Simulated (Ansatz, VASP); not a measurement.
**Ir in VASP and in Ansatz**

```
CELL_PARAMETERS angstrom
0.00000 1.91970 1.82371
1.91970 0.00000 1.82371
1.91970 1.91970 0.00000
ATOMIC_POSITIONS crystal
Ir 0.00000 0.00000 0.00000
```

Change from the starting cell: strain -0.0500 x Voigt [0, 0, 1, 0, 0, 0], atoms carried along.

Alike in both runs: task single point; functional PBE; k mesh 22 × 22 × 22; occupations gaussian, width 0.15 eV; no spin polarisation.

|  | VASP | Ansatz |
| --- | --- | --- |
| version | VASP 6.6.1 | Ansatz 0.2.0 |
| potentials or method | VASP PAW PBE potentials, release 64 (Ir), cutoff 520 eV | scalar-relativistic, plane waves, PAW |
| valence electrons in the cell | 9 | 17 |

```csv
,VASP,Ansatz,Ansatz less VASP
gap on the k mesh at the Fermi level (eV),none,none,-
pressure (GPa),33.6,32.6,-0.94
"traceless stress, the component that is largest in VASP (GPa)",14.17,14.23,+0.059
```

A gap of «none» marks a metal or a gap that the smearing closes. Both programs put the cell under a high pressure, so it lies far from rest at this level. The functional is the same, so the differences come from potentials, cutoffs and numerics. VASP's potentials hold 9 valence electrons a cell and Ansatz's 17, so a difference there can come from the potentials and not from the codes.

Spin-orbit coupling is off throughout.
